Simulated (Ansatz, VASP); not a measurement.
**AlNi in VASP and in Ansatz**

```
Al Ni
1.0
     1.87179   -1.88578    0.00000
     1.87179    1.88578    0.00000
     0.00000    0.00000    2.99247
Al Ni
1 1
Direct
  0.00000 0.00000 0.00000
  0.50000 0.50000 0.50000
```

Alike in both runs: task single point; functional LDA; k mesh 10 × 10 × 9; occupations fermi-dirac, width 0.05 eV; collinear spin.

```csv
,VASP,Ansatz
version,VASP 6.6.1,Ansatz 0.2.0
potentials or method,"VASP PAW LDA potentials, release 64 (Al, Ni), cutoff 520 eV","plane waves, PAW"
valence electrons in the cell,13,21
```

```csv
,VASP,Ansatz,Ansatz less VASP
net moment per atom (μB),0.00,0.00,0.000
```

LDA's correlation is that of Perdew and Zunger in VASP and of Perdew and Wang (1992) in Ansatz. VASP's potentials hold 13 valence electrons a cell and Ansatz's 21, so a difference there can come from the potentials and not from the codes. Ansatz's warnings: seeded moment not kept.
